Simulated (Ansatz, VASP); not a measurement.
**One calculation of Ge2Sb2Se, two programs**

Contents of INCAR:

```
  PREC = Accurate
  ENCUT = 520
  EDIFF = 1E-6
  ISMEAR = 0
  SIGMA = 0.1
  LREAL = F
  LASPH = T
  NELM = 60
  ALGO = Normal
  ISIF = 2
  LWAVE = F
  LCHARG = T
  GGA = PE
  LELF = T
  LVHAR = T
  NBANDS = 30
```

Contents of KPOINTS:

```
Automatic mesh
0
Gamma
  6 6 2
```

File POSCAR:

```
Ge2Sb2Se
1.0
    4.4171871200      0.0000000000      0.0000000000
   -2.2085935600      3.8253962600      0.0000000000
    0.0000000000      0.0000000000      7.9581950500
Ge Sb Se
2 2 1
Direct
    0.0000000000      0.0000000000      0.2795328700
    0.0000000000      0.0000000000      0.7204671300
    0.3333333300      0.6666666700      0.1966173100
    0.6666666700      0.3333333300      0.8033826900
    0.0000000000      0.0000000000      0.5000000000
```

Input for Ansatz:

```yaml
crystal:
  lattice:
    - [4.41718712, 0.0, 0.0]
    - [-2.20859356, 3.82539626, 0.0]
    - [0.0, 0.0, 7.95819505]
  atoms:
    - { symbol: Ge, position: [0.0, 0.0, 0.27953287] }
    - { symbol: Ge, position: [0.0, 0.0, 0.72046713] }
    - { symbol: Sb, position: [0.33333333, 0.66666667, 0.19661731] }
    - { symbol: Sb, position: [0.66666667, 0.33333333, 0.80338269] }
    - { symbol: Se, position: [0.0, 0.0, 0.5] }
basis:
  ecutwfc: 420
kpoints:
  mp_grid: { grid: [6, 6, 2] }
hamiltonian:
  xc: pbe
scf:
  occupations: { method: gaussian, width: 0.1 }
  lower_state_search: "off"
output:
  forces: true
  stress: true
  eigenvalues: true
```

Alike in both runs: task single point; functional PBE; k mesh 6 × 6 × 2; occupations gaussian, width 0.1 eV; no spin polarisation.

```csv
,VASP,Ansatz
version,VASP 6.6.1,Ansatz 0.2.0
potentials or method,"VASP PAW PBE potentials, release 64 (Ge_d, Sb, Se), cutoff 520 eV","scalar-relativistic, plane waves, PAW"
valence electrons in the cell,44,74
```

VASP gave:

```
gap on the k mesh at the Fermi level (eV) : none
rms of the force components (eV/Å)        : 8.620
```

Q: What did Ansatz give for the same quantities?

A: gap on the k mesh at the Fermi level (eV): none; rms of the force components (eV/Å): 8.263.

Atom by atom the forces differ by 0.359 eV/Å (rms over components). A gap of «none» marks a metal or a gap that the smearing closes. With one functional, cell and mesh, what is left measures potentials, basis and numerics. VASP's potentials hold 44 valence electrons a cell and Ansatz's 74, so a difference there can come from the potentials and not from the codes.

The k mesh is coarse, so the values compare programs but aren't converged. Spin-orbit coupling is off throughout.
